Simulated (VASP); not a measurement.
# CsSnBr3 (Pm-3m) in VASP: a series of runs

Runs on CsSnBr3. Level: r2SCAN. Tasks: single point.

Program: VASP 6.6.1. These are calculated values, not measurements. Logs are shortened: lines on timing, memory, paths and dates and some standing lists are left out, and cuts for length are marked.

### Step 1. The cell of the first run

Symmetry: Pm-3m, No. 221, cubic system. Conventional cell: a = 5.841 Å, b = 5.841 Å, c = 5.841 Å, α = 90.00°, β = 90.00°, γ = 90.00°. Within 5.4 Å of Cs (site symmetry m-3m) lie 12 Br at 4.13 Å and 8 Sn at 5.06 Å. Within 3.8 Å of Sn (site symmetry m-3m) lie 6 Br at 2.92 Å. Br (site symmetry 4/mmm) has 2 Sn at 2.92 Å within 3.8 Å.

### Step 2. Single point, r2SCAN

POSCAR

```
CsSnBr3
1.0
    5.8411488102      0.0000000000      0.0000000000
    0.0000000000      5.8411488102      0.0000000000
    0.0000000000      0.0000000000      5.8411488102
Cs Sn Br
1 1 3
Direct
    0.0000000000      0.0000000000      0.0000000000
    0.5000000000      0.5000000000      0.5000000000
    0.5000000000      0.5000000000      0.0000000000
    0.5000000000      0.0000000000      0.5000000000
    0.0000000000      0.5000000000      0.5000000000
```

INCAR.step1

```
PREC = Accurate
ENCUT = 550
ISMEAR = 0
SIGMA = 0.01
LREAL = F
LASPH = T
NELM = 120
NBANDS = 30
GGA = PE
ALGO = Normal
EDIFF = 1E-5
LWAVE = T
LCHARG = F
GGA_COMPAT = F
```

INCAR.step2

```
PREC = Accurate
ENCUT = 550
EDIFF = 1E-6
ISMEAR = 0
SIGMA = 0.01
LREAL = F
LASPH = T
NELM = 120
ALGO = Normal
ISIF = 2
LWAVE = F
LCHARG = F
METAGGA = R2SCAN
LMIXTAU = T
NBANDS = 30
ISTART = 1
GGA_COMPAT = F
```

KPOINTS

```
Automatic mesh
0
Gamma
  4 4 4
```

Potentials or basis: VASP PAW PBE potentials, release 64 (Cs_sv, Sn_d, Br).

The run is started by

```bash
cat potpaw_PBE.64/Cs_sv/POTCAR potpaw_PBE.64/Sn_d/POTCAR potpaw_PBE.64/Br/POTCAR > POTCAR
cp INCAR.step1 INCAR
mpirun -np 1 vasp_std > vasp.out
cp INCAR.step2 INCAR
mpirun -np 1 vasp_std > vasp.out
```

OUTCAR:

```text
PREC = Accurate
   ENCUT = 550
   EDIFF = 1E-6
   ISMEAR = 0
   LREAL = F
   LASPH = T
   NELM = 120
   ISIF = 2
   METAGGA = R2SCAN
   ISTART = 1

 ion  position               nearest neighbor table
   1  0.000  0.000  0.000-
   2  0.500  0.500  0.500-   3 2.92   4 2.92   5 2.92   3 2.92   4 2.92   5 2.92
   3  0.500  0.500  0.000-   2 2.92   2 2.92
   4  0.500  0.000  0.500-   2 2.92   2 2.92
   5  0.000  0.500  0.500-   2 2.92   2 2.92

  LATTYP: Found a simple cubic cell.
 ALAT       =     5.8411488102

  Lattice vectors:

 A1 = (   5.8411488102,   0.0000000000,   0.0000000000)
 A2 = (   0.0000000000,   5.8411488102,   0.0000000000)
 A3 = (   0.0000000000,   0.0000000000,   5.8411488102)

Analysis of symmetry for initial positions (statically):
=====================================================================
 Subroutine PRICEL returns:
 Original cell was already a primitive cell.

 Routine SETGRP: Setting up the symmetry group for a
 simple cubic supercell.

 Subroutine GETGRP returns: Found 48 space group operations
 (whereof 48 operations were pure point group operations)
 out of a pool of 48 trial point group operations.

The static configuration has the point symmetry O_h .

Analysis of symmetry for dynamics (positions and initial velocities):
=====================================================================
 Subroutine PRICEL returns:
 Original cell was already a primitive cell.

 Routine SETGRP: Setting up the symmetry group for a
 simple cubic supercell.

 Subroutine GETGRP returns: Found 48 space group operations
 (whereof 48 operations were pure point group operations)
 out of a pool of 48 trial point group operations.

The dynamic configuration has the point symmetry O_h .

 Subroutine INISYM returns: Found 48 space group operations
 (whereof 48 operations are pure point group operations),
 and found     1 'primitive' translations

----------------------------------------------------------------------------------------

                                     Primitive cell

  volume of cell :     199.2943

  direct lattice vectors                    reciprocal lattice vectors
     5.841148810  0.000000000  0.000000000     0.171199199  0.000000000  0.000000000
     0.000000000  5.841148810  0.000000000     0.000000000  0.171199199  0.000000000
[... 76 lines left out ...]
   EDIFF  = 0.1E-05   stopping-criterion for ELM
   LREAL  =      F    real-space projection
   EDIFFG = 0.1E-04   stopping-criterion for IOM
   NSW    =      0    number of steps for IOM
   IBRION =     -1    ionic relax: 0-MD 1-quasi-New 2-CG
   NFREE  =      0    steps in history (QN), initial steepest desc. (CG)
   ISIF   =      2    stress and relaxation
   ISYM   =      2    0-nonsym 1-usesym 2-fastsym
   POTIM  = 0.5000    time-step for ionic-motion
   TEBEG  =    0.0;   TEEND  =   0.0 temperature during run
   PSTRESS=    0.0 pullay stress
   NELECT =      44.0000    total number of electrons
   NUPDOWN=      -1.0000    fix difference up-down
   EMIN   =  10.00;   EMAX   =-10.00  energy-range for DOS
   EFERMI =   0.00;   METHOD = LEGACY
   ISMEAR =     0;   SIGMA  =   0.01  broadening in eV -4-tet -1-fermi 0-gaus
   EFERMI_NEDOS =   21; number of points for ismear=-14 and -15
   IALGO  =     38    algorithm
   IMIX   =      4    mixing-type and parameters
     AMIX     =   0.40;   BMIX     =  1.00
     AMIX_MAG =   1.60;   BMIX_MAG =  1.00
  volume/ion in A,a.u.               =      39.86       268.98
  Fermi-wavevector in a.u.,A,eV,Ry     =   0.989451  1.869791 13.320274  0.979013
  Thomas-Fermi vector in A             =   2.121050
   LORBIT       =      0    0 simple, 1 ext, 2 COOP (PROOUT), +10 PAW based schemes
   METAGGA = R2SCAN    functional components
   LHFCALC =     F    Hartree Fock is set to
   AEXX    =    0.0000 exact exchange contribution
   IVDW    =     0    specifies the selected vdW correction
   LEPSILON=     F    determine dielectric tensor
   LRPA    =     F    only Hartree local field effects (RPA)
 non-spin polarized calculation
 Gauss-broadening in eV      SIGMA  =   0.01
  energy-cutoff  :      550.00
  volume of cell :      199.29
 maximum number of plane-waves:      5904
 NGX is ok and might be reduce to    48
   NGX = 23   NGY = 23   NGZ = 23

 number of electron      44.0000007 magnetization

 Free energy of the ion-electron system (eV)
  ---------------------------------------------------
  ext. energy  EPLUGINS =         0.00000000
  ---------------------------------------------------
  free energy    TOTEN  =       -96.27857503 eV

  energy without entropy =      -96.27857503  energy(sigma->0) =      -96.27857503

 E-fermi :   2.1027     XC(G=0):  -8.0667

 val. band max:        2.0599377761   @ k =   0.5000   0.5000   0.5000
 cond. band min:       2.7482017465   @ k =   0.5000   0.5000   0.5000
 fundamental gap:      0.6882639704
 Fermi energy:         2.1027384092

 k-point     1 :       0.0000    0.0000    0.0000
  band No.  band energies     occupation
      1     -20.9777      2.00000
      2     -20.9413      2.00000
      3     -20.9413      2.00000
      4     -20.9068      2.00000
      5     -20.9068      2.00000
      6     -20.9068      2.00000
[... 319 lines left out ...]
     29       6.7407      0.00000
     30       8.0482      0.00000

------------------------ aborting loop because EDIFF is reached ----------------------------------------

  FORCE on cell =-STRESS in cart. coord.  units (eV):
  Direction    XX          YY          ZZ          XY          YZ          ZX
  --------------------------------------------------------------------------------------
  -------------------------------------------------------------------------------------
  Total        0.0215103      0.0215103      0.0215103      0.0000000      0.0000000     -0.0000000
  in kB        0.1729268      0.1729268      0.1729268      0.0000000      0.0000000     -0.0000000
  external PRESSURE =       0.1729268 kB  Pullay stress =       0.0000000 kB

 VOLUME and BASIS-vectors are now :
 -----------------------------------------------------------------------------
  energy-cutoff  :      550.00
  volume of cell :      199.29
      direct lattice vectors                 reciprocal lattice vectors
     5.841148810  0.000000000  0.000000000     0.171199199  0.000000000  0.000000000
     0.000000000  5.841148810  0.000000000     0.000000000  0.171199199  0.000000000
     0.000000000  0.000000000  5.841148810     0.000000000  0.000000000  0.171199199

 POSITION                                       TOTAL-FORCE (eV/Angst)
 -----------------------------------------------------------------------------------
      0.00000      0.00000      0.00000         0.000000      0.000000      0.000000
      2.92057      2.92057      2.92057         0.000000      0.000000      0.000000
      2.92057      2.92057      0.00000         0.000000      0.000000      0.000000
      2.92057      0.00000      2.92057         0.000000      0.000000      0.000000
      0.00000      2.92057      2.92057         0.000000      0.000000      0.000000
 -----------------------------------------------------------------------------------
    total drift:                                0.000000     -0.000000     -0.000000

  FREE ENERGIE OF THE ION-ELECTRON SYSTEM (eV)
  ---------------------------------------------------
  free  energy   TOTEN  =       -96.2785750278 eV

  energy  without entropy=      -96.2785750278  energy(sigma->0) =      -96.27857503
```

OSZICAR.step1:

```text
N       E                     dE             d eps       ncg     rms          rms(c)
DAV:   1     0.395230510283E+03    0.39523E+03   -0.19488E+04   600   0.145E+03
DAV:   2     0.398416059399E+02   -0.35539E+03   -0.33915E+03   680   0.327E+02
DAV:   3    -0.138241102297E+02   -0.53666E+02   -0.52922E+02   732   0.131E+02
DAV:   4    -0.162311149652E+02   -0.24070E+01   -0.23955E+01   760   0.320E+01
DAV:   5    -0.162809167319E+02   -0.49802E-01   -0.49784E-01   718   0.449E+00    0.493E+00
DAV:   6    -0.158050671577E+02    0.47585E+00   -0.75939E-01   850   0.458E+00    0.277E+00
DAV:   7    -0.157679061449E+02    0.37161E-01   -0.36419E-01   788   0.256E+00    0.103E+00
DAV:   8    -0.157759999346E+02   -0.80938E-02   -0.42496E-02   712   0.138E+00    0.175E-01
DAV:   9    -0.157760261092E+02   -0.26175E-04   -0.39961E-03   816   0.431E-01    0.921E-02
DAV:  10    -0.157764287168E+02   -0.40261E-03   -0.84468E-04   684   0.137E-01    0.453E-02
DAV:  11    -0.157764785234E+02   -0.49807E-04   -0.16248E-04   722   0.883E-02    0.990E-03
DAV:  12    -0.157764817971E+02   -0.32737E-05   -0.23288E-05   618   0.334E-02
   1 F= -.15776482E+02 E0= -.15776482E+02  d E =-.380219E-29
```

Run time: 1.9 min. Hardware: 1 thread of Intel Xeon 6975P-C (Granite Rapids), shared host; peak memory 0.39 GiB.

Results:

- Free energy: -96.2786 eV
- Pressure: 0.0 GPa
- Band gap on the k mesh: 0.69 eV

Caveat: semilocal functionals underestimate gaps, and a narrow one can read as zero; the PAW data sets were made with another functional, which shifts forces and pressure a little; spin-orbit coupling is left out, which moves the levels of the heavy elements. A k mesh can miss the band edges.

### Step 3. Single point, r2SCAN (41.05 Å³/atom)

This run uses another cell than the first one, of 41.05 Å³/atom.

Edit POSCAR of step 2 so:

```diff
@@ -2,5 +2,5 @@
 1.0
-    5.8411488102      0.0000000000      0.0000000000
-    0.0000000000      5.8411488102      0.0000000000
-    0.0000000000      0.0000000000      5.8411488102
+    5.8989857281      0.0000000000      0.0000000000
+    0.0000000000      5.8989857281      0.0000000000
+    0.0000000000      0.0000000000      5.8989857281
 Cs Sn Br
```

INCAR.step1 is that of step 2.

INCAR.step2 is that of step 2.

KPOINTS is that of step 2.

Potentials or basis: VASP PAW PBE potentials, release 64 (Cs_sv, Sn_d, Br).

The run is started by

```bash
cat potpaw_PBE.64/Cs_sv/POTCAR potpaw_PBE.64/Sn_d/POTCAR potpaw_PBE.64/Br/POTCAR > POTCAR
cp INCAR.step1 INCAR
mpirun -np 1 vasp_std > vasp.out
cp INCAR.step2 INCAR
mpirun -np 1 vasp_std > vasp.out
```

Run time: 1.9 min. Hardware: 1 thread of Intel Xeon 6975P-C (Granite Rapids), shared host; peak memory 0.39 GiB.

It converged, with:

```yaml
Free_energy: -96.2682 eV
Pressure: -0.6 GPa
Band_gap_on_the_k_mesh: 0.85 eV
```

Levels at points of the mesh, in eV from the valence-band top:
| k point | band 20 | band 21 | band 22 | band 23 | band 24 | band 25 |
| --- | --- | --- | --- | --- | --- | --- |
| (0.00, 0.00, 0.00) | -2.92 | -2.92 | -2.92 | 2.79 | 3.77 | 3.77 |
| (0.50, 0.00, 0.00) | -3.02 | -3.02 | -2.01 | 1.77 | 4.19 | 4.66 |
| (0.50, 0.50, 0.00) | -3.27 | -2.57 | -0.98 | 1.34 | 1.34 | 4.25 |
| (0.50, 0.50, 0.50) | -2.55 | -2.55 | 0.00 | 0.85 | 0.85 | 0.85 |

Caveat: the PAW data sets were made with another functional, which shifts forces and pressure a little; spin-orbit coupling is left out, which moves the levels of the heavy elements.

### Step 4. Single point, r2SCAN (42.25 Å³/atom)

This run uses another cell than the first one, of 42.25 Å³/atom.

Edit POSCAR of step 3 so:

```diff
@@ -2,5 +2,5 @@
 1.0
-    5.8989857281      0.0000000000      0.0000000000
-    0.0000000000      5.8989857281      0.0000000000
-    0.0000000000      0.0000000000      5.8989857281
+    5.9557102246      0.0000000000      0.0000000000
+    0.0000000000      5.9557102246      0.0000000000
+    0.0000000000      0.0000000000      5.9557102246
 Cs Sn Br
```

INCAR.step1

```
SYSTEM = CsSnBr3
ALGO = Normal
EDIFF = 1E-5
ENCUT = 550
GGA = PE
GGA_COMPAT = .False.
ISMEAR = 0
LASPH = .True.
LCHARG = .False.
LREAL = .False.
LWAVE = .True.
NBANDS = 30
NELM = 120
PREC = Accurate
SIGMA = 0.01
```

INCAR.step2

```
SYSTEM = CsSnBr3
ALGO = Normal
EDIFF = 1E-6
ENCUT = 550
GGA_COMPAT = .False.
ISIF = 2
ISMEAR = 0
ISTART = 1
LASPH = .True.
LCHARG = .False.
LMIXTAU = .True.
LREAL = .False.
LWAVE = .False.
METAGGA = R2SCAN
NBANDS = 30
NELM = 120
PREC = Accurate
SIGMA = 0.01
```

KPOINTS

```
k-points
0
Gamma
  4 4 4
  0 0 0
```

Potentials or basis: VASP PAW PBE potentials, release 64 (Cs_sv, Sn_d, Br).

The run is started by

```bash
cat potpaw_PBE.64/Cs_sv/POTCAR potpaw_PBE.64/Sn_d/POTCAR potpaw_PBE.64/Br/POTCAR > POTCAR
cp INCAR.step1 INCAR
mpirun -np 1 vasp_std > vasp.out
cp INCAR.step2 INCAR
mpirun -np 1 vasp_std > vasp.out
```

OUTCAR:

```text
SYSTEM = CsSnBr3
   EDIFF = 1E-6
   ENCUT = 550
   ISIF = 2
   ISMEAR = 0
   ISTART = 1
   LASPH = .True.
   LREAL = .False.
   METAGGA = R2SCAN
   NELM = 120
   PREC = Accurate

 ion  position               nearest neighbor table
   1  0.000  0.000  0.000-
   2  0.500  0.500  0.500-   3 2.98   4 2.98   5 2.98   3 2.98   4 2.98   5 2.98
   3  0.500  0.500  0.000-   2 2.98   2 2.98
   4  0.500  0.000  0.500-   2 2.98   2 2.98
   5  0.000  0.500  0.500-   2 2.98   2 2.98

  LATTYP: Found a simple cubic cell.
 ALAT       =     5.9557102246

  Lattice vectors:

 A1 = (   5.9557102246,   0.0000000000,   0.0000000000)
 A2 = (   0.0000000000,   5.9557102246,   0.0000000000)
 A3 = (   0.0000000000,   0.0000000000,   5.9557102246)

Analysis of symmetry for initial positions (statically):
=====================================================================
 Subroutine PRICEL returns:
 Original cell was already a primitive cell.

 Routine SETGRP: Setting up the symmetry group for a
 simple cubic supercell.

 Subroutine GETGRP returns: Found 48 space group operations
 (whereof 48 operations were pure point group operations)
 out of a pool of 48 trial point group operations.

The static configuration has the point symmetry O_h .

Analysis of symmetry for dynamics (positions and initial velocities):
=====================================================================
 Subroutine PRICEL returns:
 Original cell was already a primitive cell.

 Routine SETGRP: Setting up the symmetry group for a
 simple cubic supercell.

 Subroutine GETGRP returns: Found 48 space group operations
 (whereof 48 operations were pure point group operations)
 out of a pool of 48 trial point group operations.

The dynamic configuration has the point symmetry O_h .

 Subroutine INISYM returns: Found 48 space group operations
 (whereof 48 operations are pure point group operations),
 and found     1 'primitive' translations

[... 106 lines left out ...]
  volume/ion in A,a.u.               =      42.25       285.12
  Fermi-wavevector in a.u.,A,eV,Ry     =   0.970418  1.833824 12.812757  0.941711
  Thomas-Fermi vector in A             =   2.100551
   LORBIT       =      0    0 simple, 1 ext, 2 COOP (PROOUT), +10 PAW based schemes
   METAGGA = R2SCAN    functional components
   LHFCALC =     F    Hartree Fock is set to
   AEXX    =    0.0000 exact exchange contribution
   IVDW    =     0    specifies the selected vdW correction
   LEPSILON=     F    determine dielectric tensor
   LRPA    =     F    only Hartree local field effects (RPA)
 non-spin polarized calculation
 Gauss-broadening in eV      SIGMA  =   0.01
  energy-cutoff  :      550.00
  volume of cell :      211.25
 maximum number of plane-waves:      6217
 NGX is ok and might be reduce to    48
   NGX = 23   NGY = 23   NGZ = 23

 number of electron      43.9999985 magnetization

 Free energy of the ion-electron system (eV)
  ---------------------------------------------------
  ext. energy  EPLUGINS =         0.00000000
  ---------------------------------------------------
  free energy    TOTEN  =       -96.23688142 eV

  energy without entropy =      -96.23688142  energy(sigma->0) =      -96.23688142

 E-fermi :   1.3483     XC(G=0):  -7.8066

 val. band max:        1.2949374120   @ k =   0.5000   0.5000   0.5000
 cond. band min:       2.2870175472   @ k =   0.5000   0.5000   0.5000
 fundamental gap:      0.9920801352
 Fermi energy:         1.3482711891

 k-point     1 :       0.0000    0.0000    0.0000
  band No.  band energies     occupation
      1     -21.4567      2.00000
      2     -21.4567      2.00000
      3     -21.4339      2.00000
      4     -21.4339      2.00000
      5     -21.4339      2.00000
      6     -21.3852      2.00000
[... 319 lines left out ...]
     29       6.3646      0.00000
     30       7.6251      0.00000

------------------------ aborting loop because EDIFF is reached ----------------------------------------

  FORCE on cell =-STRESS in cart. coord.  units (eV):
  Direction    XX          YY          ZZ          XY          YZ          ZX
  --------------------------------------------------------------------------------------
  -------------------------------------------------------------------------------------
  Total       -1.4667613     -1.4667613     -1.4667613     -0.0000000      0.0000000     -0.0000000
  in kB      -11.1242140    -11.1242140    -11.1242140     -0.0000000      0.0000000     -0.0000000
  external PRESSURE =     -11.1242140 kB  Pullay stress =       0.0000000 kB

 VOLUME and BASIS-vectors are now :
 -----------------------------------------------------------------------------
  energy-cutoff  :      550.00
  volume of cell :      211.25
      direct lattice vectors                 reciprocal lattice vectors
     5.955710225  0.000000000  0.000000000     0.167906087  0.000000000  0.000000000
     0.000000000  5.955710225  0.000000000     0.000000000  0.167906087  0.000000000
     0.000000000  0.000000000  5.955710225     0.000000000  0.000000000  0.167906087

 POSITION                                       TOTAL-FORCE (eV/Angst)
 -----------------------------------------------------------------------------------
      0.00000      0.00000      0.00000         0.000000      0.000000      0.000000
      2.97786      2.97786      2.97786         0.000000      0.000000      0.000000
      2.97786      2.97786      0.00000         0.000000      0.000000      0.000000
      2.97786      0.00000      2.97786         0.000000      0.000000      0.000000
      0.00000      2.97786      2.97786         0.000000      0.000000      0.000000
 -----------------------------------------------------------------------------------
    total drift:                                0.000000     -0.000000     -0.000000

  FREE ENERGIE OF THE ION-ELECTRON SYSTEM (eV)
  ---------------------------------------------------
  free  energy   TOTEN  =       -96.2368814224 eV

  energy  without entropy=      -96.2368814224  energy(sigma->0) =      -96.23688142
```

Wall time 1.9 min (1 thread of Intel Xeon 6975P-C (Granite Rapids), shared host); peak memory 0.4 GiB.

What came out:

```yaml
Free_energy: -96.2369 eV
Pressure: -1.1 GPa
Band_gap_on_the_k_mesh: 0.99 eV
```

Caveat: the PAW data sets were made with another functional, which shifts forces and pressure a little; spin-orbit coupling is left out, which moves the levels of the heavy elements. A k mesh can miss the band edges.

### Step 5. Overview

| cell | gap on the mesh (eV) | pressure (GPa) |
| --- | --- | --- |
| a = 5.841 Å, 5 atoms | 0.69 | 0.0 |
| a = 5.899 Å, 5 atoms | 0.85 | -0.6 |
| a = 5.956 Å, 5 atoms | 0.99 | -1.1 |

Alike in all rows: task single point; level r2SCAN; potentials or basis VASP PAW PBE potentials, release 64 (Cs_sv, Sn_d, Br); no spin polarisation; k mesh 4 × 4 × 4; cutoff (eV) 550; smearing gaussian 0.01 eV.

Caveats: the PAW data sets were made with another functional, which shifts forces and pressure a little; spin-orbit coupling is left out, which moves the levels of the heavy elements; semilocal functionals underestimate gaps, and a narrow one can read as zero (at least some runs).

Total energies depend on the potentials used, so only differences within one code and one set of settings carry meaning.
